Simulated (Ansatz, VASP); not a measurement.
Ni: VASP beside Ansatz

```
Ni
1.0
     0.00000    1.72966    1.72966
     1.72966    0.00000    1.72966
     1.72966    1.72966    0.00000
Ni
1
Cartesian
  0.0000 0.0000 0.0000
```

Alike in both runs: task single point; functional PBEsol; k mesh 16 × 16 × 16; occupations fermi-dirac, width 0.1 eV; non-collinear spin, spin-orbit coupling.

```csv
,VASP,Ansatz
version,VASP 6.6.1,Ansatz 0.2.0
potentials or method,"VASP PAW PBE potentials, release 64 (Ni), cutoff 520 eV","plane waves (420 eV) with PAW, fully relativistic with spin-orbit coupling"
valence electrons in the cell,10,18
```

|  | VASP | Ansatz | Ansatz less VASP |
| --- | --- | --- | --- |
| net moment per atom (μB) | 0.00 | 0.00 | 0.000 |

VASP's potentials were made for PBE, not for PBEsol, and Ansatz warns of the same on its side. VASP's potentials hold 10 valence electrons a cell and Ansatz's 18, so a difference there can come from the potentials and not from the codes.
